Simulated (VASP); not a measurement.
# TiN in VASP: single point with PBE

Aim: the single point of TiN with PBE.

Program: VASP 6.6.1. These are calculated values, not measurements. Logs are shortened: lines on timing, memory, paths and dates and some standing lists are left out, and cuts for length are marked.

### 1 The cell of the first run

The cell holds a slab with vacuum, 6 atoms: a = 3.003 Å, b = 3.003 Å, c = 20.247 Å, α = 90.00°, β = 90.00°, γ = 90.00°.

### 2 Single point, PBE

File POSCAR:

```
TiN
1.0
    3.0032769428      0.0000000000      0.0000000000
    0.0000000000      3.0032769428      0.0000000000
    0.0000000000      0.0000000000     20.2473000000
Ti N
3 3
Direct
    0.2500000000      0.2500000000      0.3951150281
    0.7500000000      0.7500000000      0.5000000000
    0.2500000000      0.2500000000      0.6048849719
    0.7500000000      0.7500000000      0.3951150281
    0.2500000000      0.2500000000      0.5000000000
    0.7500000000      0.7500000000      0.6048849719
```

File INCAR.step1:

```
SYSTEM = TiN
PREC = Accurate
ENCUT = 520
EDIFF = 1E-6
ISMEAR = -1
SIGMA = 0.08
LREAL = .False.
LASPH = .True.
NELM = 100
ALGO = Normal
ISIF = 2
LWAVE = .False.
LCHARG = .True.
LMAXMIX = 4
LDIPOL = .True.
IDIPOL = 3
DIPOL = 0.5 0.5 0.500
GGA = PE
NBANDS = 34
```

File KPOINTS.step1:

```
regular mesh
0
Gamma
  12 12 1
  0 0 0
```

File INCAR.step2:

```
SYSTEM = TiN
PREC = Accurate
ENCUT = 520
EDIFF = 1E-6
ISMEAR = -5
SIGMA = 0.08
LREAL = .False.
LASPH = .True.
NELM = 100
ALGO = Normal
ISIF = 2
LWAVE = .False.
LCHARG = .False.
LMAXMIX = 4
LDIPOL = .True.
IDIPOL = 3
DIPOL = 0.5 0.5 0.500
GGA = PE
LORBIT = 11
NBANDS = 34
NEDOS = 1001
ICHARG = 11
```

File KPOINTS.step2:

```
regular mesh
0
Gamma
  18 18 1
  0 0 0
```

Potentials or basis: VASP PAW PBE potentials, release 64 (Ti_sv, N).

Started as:

```
$ cat potpaw_PBE.64/Ti_sv/POTCAR potpaw_PBE.64/N/POTCAR > POTCAR
$ cp INCAR.step1 INCAR
$ cp KPOINTS.step1 KPOINTS
$ mpirun -np 1 vasp_std > vasp.out
$ cp INCAR.step2 INCAR
$ cp KPOINTS.step2 KPOINTS
$ mpirun -np 1 vasp_std > vasp.out
```

OUTCAR:

```text
SYSTEM = TiN
   PREC = Accurate
   ENCUT = 520
   EDIFF = 1E-6
   ISMEAR = -5
   LREAL = .False.
   LASPH = .True.
   NELM = 100
   ISIF = 2
   GGA = PE
   LORBIT = 11
   ICHARG = 11

 ion  position               nearest neighbor table
   1  0.250  0.250  0.395-   5 2.12   4 2.12   4 2.12   4 2.12   4 2.12
   2  0.750  0.750  0.500-   4 2.12   6 2.12   5 2.12   5 2.12   5 2.12   5 2.12
   3  0.250  0.250  0.605-   5 2.12   6 2.12   6 2.12   6 2.12   6 2.12
   4  0.750  0.750  0.395-   2 2.12   1 2.12   1 2.12   1 2.12   1 2.12
   5  0.250  0.250  0.500-   1 2.12   3 2.12   2 2.12   2 2.12   2 2.12   2 2.12
   6  0.750  0.750  0.605-   2 2.12   3 2.12   3 2.12   3 2.12   3 2.12

  LATTYP: Found a simple tetragonal cell.
 ALAT       =     3.0032769428
 C/A-ratio  =     6.7417359057

  Lattice vectors:

 A1 = (   3.0032769428,   0.0000000000,   0.0000000000)
 A2 = (   0.0000000000,   3.0032769428,   0.0000000000)
 A3 = (   0.0000000000,   0.0000000000,  20.2473000000)

Analysis of symmetry for initial positions (statically):
=====================================================================
 Subroutine PRICEL returns:
 Original cell was already a primitive cell.

 Routine SETGRP: Setting up the symmetry group for a
 simple tetragonal supercell.

 Subroutine GETGRP returns: Found 16 space group operations
 (whereof  4 operations were pure point group operations)
 out of a pool of 16 trial point group operations.

The static configuration has the point symmetry C_2v.
 The point group associated with its full space group is D_4h.

Analysis of symmetry for dynamics (positions and initial velocities):
=====================================================================
 Subroutine PRICEL returns:
 Original cell was already a primitive cell.

 Routine SETGRP: Setting up the symmetry group for a
 simple tetragonal supercell.

 Subroutine GETGRP returns: Found 16 space group operations
 (whereof  4 operations were pure point group operations)
 out of a pool of 16 trial point group operations.

The dynamic configuration has the point symmetry C_2v.
 The point group associated with its full space group is D_4h.

 Subroutine INISYM returns: Found 16 space group operations
 (whereof  4 operations are pure point group operations),
 and found     1 'primitive' translations

----------------------------------------------------------------------------------------
[... 121 lines left out ...]
   IMIX   =      4    mixing-type and parameters
     AMIX     =   0.40;   BMIX     =  1.00
     AMIX_MAG =   1.60;   BMIX_MAG =  1.00
  volume/ion in A,a.u.               =      30.44       205.40
  Fermi-wavevector in a.u.,A,eV,Ry     =   1.070070  2.022139 15.579354  1.145050
  Thomas-Fermi vector in A             =   2.205769
   LORBIT       =     11    0 simple, 1 ext, 2 COOP (PROOUT), +10 PAW based schemes
   GGA     = PE    functional components
   LHFCALC =     F    Hartree Fock is set to
   AEXX    =    0.0000 exact exchange contribution
   IVDW    =     0    specifies the selected vdW correction
   LEPSILON=     F    determine dielectric tensor
   LRPA    =     F    only Hartree local field effects (RPA)
 non-spin polarized calculation
 Fermi weights with tetrahedron method with Bloechl corrections
  energy-cutoff  :      520.00
  volume of cell :      182.62
 maximum number of plane-waves:      4951
 NGX is ok and might be reduce to    24

 number of electron      50.9999995 magnetization

 dipolmoment           0.000000      0.000000     -0.000000 electrons x Angstroem

 Free energy of the ion-electron system (eV)
  ---------------------------------------------------
  ext. energy  EPLUGINS =         0.00000000
  ---------------------------------------------------
  free energy    TOTEN  =       -57.13437099 eV

  energy without entropy =      -57.13437099  energy(sigma->0) =      -57.13437099

 E-fermi :   1.7850     XC(G=0):  -5.1273

 val. band max:        1.7718823704   @ k =   0.2222   0.0000   0.0000
 cond. band min:       1.7681574614   @ k =   0.1667   0.0556   0.0000
 fundamental gap:     -0.0037249089
 Fermi energy:         1.7850380237

 k-point     1 :       0.0000    0.0000    0.0000
  band No.  band energies     occupation
      1     -56.2687      2.00000
      2     -56.2621      2.00000
      3     -55.9673      2.00000
      4     -32.7326      2.00000
      5     -32.6735      2.00000
      6     -32.3484      2.00000
[... 877 lines left out ...]
     33       3.4821      0.00000
     34       3.8797      0.00000

 [... further k-points ...]

------------------------ aborting loop because EDIFF is reached ----------------------------------------

 vacuum level on the upper side and lower side of the slab       (xc-potential included)        -0.248        -0.248

  FORCE on cell =-STRESS in cart. coord.  units (eV):
  Direction    XX          YY          ZZ          XY          YZ          ZX
  --------------------------------------------------------------------------------------
  -------------------------------------------------------------------------------------
  Total       -5.2500847     -5.2500847     -4.0432554      0.0000000      0.0000000      0.0000000
  in kB      -46.0594778    -46.0594778    -35.4718528      0.0000000      0.0000000      0.0000000
  external PRESSURE =     -42.5302694 kB  Pullay stress =       0.0000000 kB

 VOLUME and BASIS-vectors are now :
 -----------------------------------------------------------------------------
  energy-cutoff  :      520.00
  volume of cell :      182.62
      direct lattice vectors                 reciprocal lattice vectors
     3.003276943  0.000000000  0.000000000     0.332969626  0.000000000  0.000000000
     0.000000000  3.003276943  0.000000000     0.000000000  0.332969626  0.000000000
     0.000000000  0.000000000 20.247300000     0.000000000  0.000000000  0.049389301

 POSITION                                       TOTAL-FORCE (eV/Angst)
 -----------------------------------------------------------------------------------
      0.75082      0.75082      8.00001        -0.000000      0.000000      1.789548
      2.25246      2.25246     10.12365         0.000000     -0.000000     -0.000000
      0.75082      0.75082     12.24729         0.000000      0.000000     -1.789548
      2.25246      2.25246      8.00001        -0.000000      0.000000     -1.066176
      0.75082      0.75082     10.12365        -0.000000      0.000000     -0.000000
      2.25246      2.25246     12.24729        -0.000000      0.000000      1.066176
 -----------------------------------------------------------------------------------
    total drift:                                0.000000     -0.000000     -0.000000

  FREE ENERGIE OF THE ION-ELECTRON SYSTEM (eV)
  ---------------------------------------------------
  free  energy   TOTEN  =       -57.1343709853 eV

  energy  without entropy=      -57.1343709853  energy(sigma->0) =      -57.13437099

 vacuum level on the upper side and lower side of the slab         4.282         4.282

 total charge

# of ion       s       p       d       tot
------------------------------------------
    1        2.172   6.181   1.907  10.260
    2        2.181   6.227   1.987  10.395
    3        2.172   6.181   1.907  10.260
    4        1.250   2.444   0.000   3.694
    5        1.248   2.485   0.000   3.732
    6        1.250   2.444   0.000   3.694
--------------------------------------------------
tot         10.274  25.962   5.800  42.036
```

OUTCAR.step1:

```text
SYSTEM = TiN
   PREC = Accurate
   ENCUT = 520
   EDIFF = 1E-6
   ISMEAR = -1
   LREAL = .False.
   LASPH = .True.
   NELM = 100
   ISIF = 2
[... 1130 lines left out ...]
      0.75082      0.75082     10.12365        -0.000000      0.000000     -0.000000
      2.25246      2.25246     12.24729        -0.000000     -0.000000      1.112854
 -----------------------------------------------------------------------------------
    total drift:                                0.000000     -0.000000     -0.000000

  FREE ENERGIE OF THE ION-ELECTRON SYSTEM (eV)
  ---------------------------------------------------
  free  energy   TOTEN  =       -57.1740233638 eV

  energy  without entropy=      -57.0971297834  energy(sigma->0) =      -57.13557657

 vacuum level on the upper side and lower side of the slab         4.282         4.282
```

OSZICAR.step1:

```text
N       E                     dE             d eps       ncg     rms          rms(c)
DAV:   1     0.673782579708E+03    0.67378E+03   -0.26408E+04  2072   0.148E+03
DAV:   2     0.359597701914E+02   -0.63782E+03   -0.61765E+03  2214   0.469E+02
DAV:   3    -0.644980590577E+02   -0.10046E+03   -0.99188E+02  3118   0.170E+02
[... 16 lines left out ...]
DAV:  20    -0.571739580098E+02   -0.55573E-04   -0.50350E-06  1846   0.728E-03    0.260E-03
DAV:  21    -0.571739969519E+02   -0.38942E-04   -0.25745E-06  1580   0.428E-03    0.190E-03
DAV:  22    -0.571740172669E+02   -0.20315E-04   -0.17647E-06  1538   0.296E-03    0.131E-03
DAV:  23    -0.571740227011E+02   -0.54342E-05   -0.63861E-07  1388   0.420E-03    0.390E-04
DAV:  24    -0.571740233638E+02   -0.66264E-06   -0.86856E-08  1270   0.144E-03
   1 F= -.57174023E+02 E0= -.57135577E+02  d E =-.768936E-01
```

Run time: 7.6 min. Hardware: 1 thread of Intel Xeon Platinum 8259CL at 2.50GHz (Skylake/Cascade Lake), shared host; peak memory 0.43 GiB.

What came out:

| Item | Value |
| --- | --- |
| Valence electrons inside the program's atomic spheres | Ti 10.26, 10.39 (each value once); N 3.69, 3.73 (each value once) |
